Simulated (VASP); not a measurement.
Write the native input for VASP 6.6.1 that does the following.

| Item | Value |
| --- | --- |
| Task | single point |
| Functional | PBEsol |
| Potentials or basis | VASP PAW PBE potentials, release 64 (Cu) |
| Cutoff | 520 eV |
| k mesh | 24 × 24 × 24 |
| Occupations | fermi-dirac, width 0.05 eV |
| Spin | no spin polarisation |
| Dipole correction | no |
| Further INCAR settings | ALGO = Normal; EDIFF = 1e-06; NBANDS = 12 |

The structure of Cu lies in POSCAR:

```
Cu
1.0
    0.0000000000      1.7818143904      1.7818143904
    1.7818143904      0.0000000000      1.7818143904
    1.7818143904      1.7818143904      0.0000000000
Cu
1
Direct
    0.0000000000      0.0000000000      0.0000000000
```

The input as run:

INCAR

```
  PREC = Accurate
  ENCUT = 520
  EDIFF = 1E-6
  ISMEAR = -1
  SIGMA = 0.05
  LREAL = F
  LASPH = T
  NELM = 80
  ALGO = Normal
  ISIF = 2
  LWAVE = F
  LCHARG = F
  GGA = PS
  NBANDS = 12
```

KPOINTS

```
Automatic mesh
0
Gamma
  24 24 24
```

Potentials or basis: VASP PAW PBE potentials, release 64 (Cu).

Launch:

```console
$ cat potpaw_PBE.64/Cu/POTCAR > POTCAR
$ mpirun -np 1 vasp_std > vasp.out
```

Results of the run:

```
Pressure : 0.7 GPa
```

Caveat: the PAW data sets were made with another functional, which shifts forces and pressure a little.

Wall time 27 s on 1 thread of AMD EPYC 9R45 96-Core Processor (Zen 5) (shared host), peak memory 0.14 GiB.
